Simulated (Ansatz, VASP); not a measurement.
# SnSe: VASP beside Ansatz

```
Sn Se
1.0
     6.60959    0.00000    0.00000
    -3.30479    5.72407    0.00000
     0.00000    0.00000    4.51270
Sn Se
3 3
Cartesian
  3.3048 0.0000 0.0000
  1.6524 2.8620 0.0000
  -1.6524 2.8620 0.0000
  0.0000 0.0000 0.0000
  0.0000 3.8160 2.2564
  3.3048 1.9080 2.2564
```

Alike in both runs: functional r2SCAN; k mesh 6 × 6 × 8; occupations gaussian, width 0.1 eV; no spin polarisation.

Ansatz relaxed the structure, and its values are those at the end. VASP's run is a single point on that final structure, the one shown.

```csv
,VASP,Ansatz
version,VASP 6.6.1,Ansatz 0.2.0
potentials or method,"VASP PAW PBE potentials, release 64 (Sn_d, Se), cutoff 520 eV","scalar-relativistic, plane waves, PAW"
valence electrons in the cell,60,90
```

|  | VASP | Ansatz | Ansatz less VASP |
| --- | --- | --- | --- |
| gap on the k mesh at the Fermi level (eV) | none | none | - |
| pressure (GPa) | 0.0 | 0.0 | -0.02 |

VASP's potentials were made for PBE, not for r2SCAN. A gap of «none» marks a metal or a gap that the smearing closes. The functional is the same, so the differences come from potentials, cutoffs and numerics. VASP's potentials hold 60 valence electrons a cell and Ansatz's 90, so a difference there can come from the potentials and not from the codes.
